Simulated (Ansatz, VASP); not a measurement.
# One calculation of InP, two programs

```xyz
8
Lattice="-2.9305 -2.9305 0.0000 2.9305 -2.9305 0.0000 0.0000 0.0000 11.7220" Properties=species:S:1:pos:R:3 pbc="T T T"
In    0.0000    0.0000    0.0000
In    0.0000   -2.9305    2.9305
In    0.0000    0.0000    5.8610
In    0.0000   -2.9305    8.7915
P    -1.4652   -1.4652    4.3957
P     1.4652   -1.4652    7.3262
P    -1.4652   -1.4652   10.2568
P     1.4652   -1.4652    1.4652
```

Alike in both runs: task single point; functional PBE; k mesh 7 × 7 × 3; occupations gaussian, width 0.05 eV; no spin polarisation.

|  | VASP | Ansatz |
| --- | --- | --- |
| version | VASP 6.6.1 | Ansatz 0.2.0 |
| potentials or method | VASP PAW PBE potentials, release 64 (In_d, P), cutoff 520 eV | scalar-relativistic, plane waves, PAW |
| valence electrons in the cell | 72 | 72 |

VASP gave:

```
gap on the k mesh at the Fermi level (eV) : 0.71
least direct gap on the mesh (eV)         : 0.71
pressure (GPa)                            : 3.3
```

Problem. What did Ansatz give for the same quantities?

Solution. gap on the k mesh at the Fermi level (eV): 0.72; least direct gap on the mesh (eV): 0.72; pressure (GPa): 3.3.

With one functional, cell and mesh, what is left measures potentials, basis and numerics.
